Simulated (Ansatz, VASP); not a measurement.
# One calculation of TiB2, two programs

```
Ti B
1.0
     3.02920    0.00000    0.00000
    -1.51460    2.62336    0.00000
     0.00000    0.00000    3.19612
Ti B
1 2
Direct
  0.00000 0.00000 0.00000
  0.33333 0.66667 0.50000
  0.66667 0.33333 0.50000
```

Change from the starting cell: zz strain of -1 %, PAW files.

Alike in both runs: task electric field gradients; functional PBE; k mesh 15 × 15 × 13; occupations fermi-dirac, width 0.08 eV; no spin polarisation.

```csv
,VASP,Ansatz
version,VASP 6.6.1,Ansatz 0.2.0
potentials or method,"VASP PAW PBE potentials, release 64 (Ti_sv, B)","PAW with Ansatz's default frozen-core files, scalar-relativistic"
plane-wave cutoff (eV),520,420
valence electrons in the cell,18,18
```

|  | VASP | Ansatz | Ansatz less VASP |
| --- | --- | --- | --- |
| pressure (GPa) | 2.7 | 2.5 | -0.17 |
| traceless stress, the component that is largest in VASP (GPa) | 1.70 | 1.68 | -0.013 |
| size of Vzz on the site where it differs most (V/Å²) | 16.6 | 18.8 | +2.20 |
